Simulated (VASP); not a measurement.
Wanted: the native input for a VASP 6.6.1 run.

```yaml
Task: single point
Functional: PBEsol
Potentials_or_basis: VASP PAW PBE potentials, release 64 (Ir, S)
Cutoff: 520 eV
k_mesh: 10 × 10 × 10
Occupations: gaussian, width 0.05 eV
Spin: no spin polarisation
Dipole_correction: no
Further_INCAR_settings: ALGO = Normal; EDIFF = 1e-07; NBANDS = 14
```

The structure of IrS lies in POSCAR:

```
IrS
1.0
    0.0000000000      2.4513117020      2.4513117020
    2.4391161214      0.0121955806      2.4391161214
    2.4391161214      2.4391161214      0.0121955806
Ir S
1 1
Direct
    0.5000000000      0.5000000000      0.5000000000
    0.0000000000      0.0000000000      0.0000000000
```

The input as run:

INCAR

```
ALGO = Normal
EDIFF = 1E-7
ENCUT = 520
GGA = PS
ISIF = 2
ISMEAR = 0
LASPH = T
LCHARG = F
LREAL = F
LWAVE = F
NBANDS = 14
NELM = 60
PREC = Accurate
SIGMA = 0.05
```

KPOINTS

```
k-points
0
Gamma
  10 10 10
```

Potentials or basis: VASP PAW PBE potentials, release 64 (Ir, S).

Run with:

```sh
$ cat potpaw_PBE.64/Ir/POTCAR potpaw_PBE.64/S/POTCAR > POTCAR
$ mpirun -np 1 vasp_std > vasp.out
```

It gave:

```yaml
Pressure: 1.1 GPa
```

Caveat: the PAW data sets were made with another functional, which shifts forces and pressure a little.

Run time: 57 s on 1 thread of AMD EPYC 7R43 64-Core Processor (Zen 3) (shared host), peak memory 0.18 GiB.
